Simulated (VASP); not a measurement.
Write the native input for VASP 6.6.1 that does the following.

| Quantity | Value |
| --- | --- |
| Task | single point |
| Functional | PBE |
| Potentials or basis | VASP PAW PBE potentials, release 64 (Cd, Pt, C, N) |
| Cutoff | 520 eV |
| k mesh | 4 × 4 × 6 |
| Occupations | gaussian, width 0.1 eV |
| Spin | no spin polarisation |
| Dipole correction | no |
| Further INCAR settings | ALGO = Normal; EDIFF = 1e-06; NBANDS = 40 |

The structure of CdPtC4N4 lies in POSCAR:

```
CdPtC4N4
1.0
    7.5980657848      0.0000000000      0.0000000000
    0.0000000000      7.5980657848      0.0000000000
    0.0000000000      0.0000000000      4.1146748138
Cd Pt C N
1 1 4 4
Direct
    0.5000000000      0.5000000000      0.0000000000
    0.0000000000      0.0000000000      0.0000000000
    0.1843906049      0.8156093951      0.0000000000
    0.8156093951      0.1843906049      0.0000000000
    0.1843906049      0.1843906049      0.0000000000
    0.8156093951      0.8156093951      0.0000000000
    0.2928956316      0.7071043684      0.0000000000
    0.7071043684      0.2928956316      0.0000000000
    0.2928956316      0.2928956316      0.0000000000
    0.7071043684      0.7071043684      0.0000000000
```

One way to write it, as run:

INCAR

```
SYSTEM = CdPtC4N4
  PREC = Accurate
  ENCUT = 520
  EDIFF = 1E-6
  ISMEAR = 0
  SIGMA = 0.1
  LREAL = .False.
  LASPH = .True.
  NELM = 100
  ALGO = Normal
  ISIF = 2
  LWAVE = .False.
  LCHARG = .False.
  GGA = PE
  NBANDS = 40
```

KPOINTS

```
Automatic mesh
0
Gamma
  4 4 6
  0 0 0
```

Potentials or basis: VASP PAW PBE potentials, release 64 (Cd, Pt, C, N).

Command:

```bash
$ cat potpaw_PBE.64/Cd/POTCAR potpaw_PBE.64/Pt/POTCAR potpaw_PBE.64/C/POTCAR potpaw_PBE.64/N/POTCAR > POTCAR
$ mpirun -np 1 vasp_std > vasp.out
```

It gave:

| Item | Value |
| --- | --- |
| Pressure | 0.4 GPa |
| Largest force | 0.437 eV/Å |
| Band gap on the k mesh | 2.23 eV (least direct gap 2.28 eV) |

Caveat: spin-orbit coupling is left out, which moves the levels of the heavy elements.

Run time: 3.5 min on 1 thread of Intel(R) Xeon(R) Platinum 8488C (Sapphire Rapids), on a shared host, peak memory 0.47 GiB.
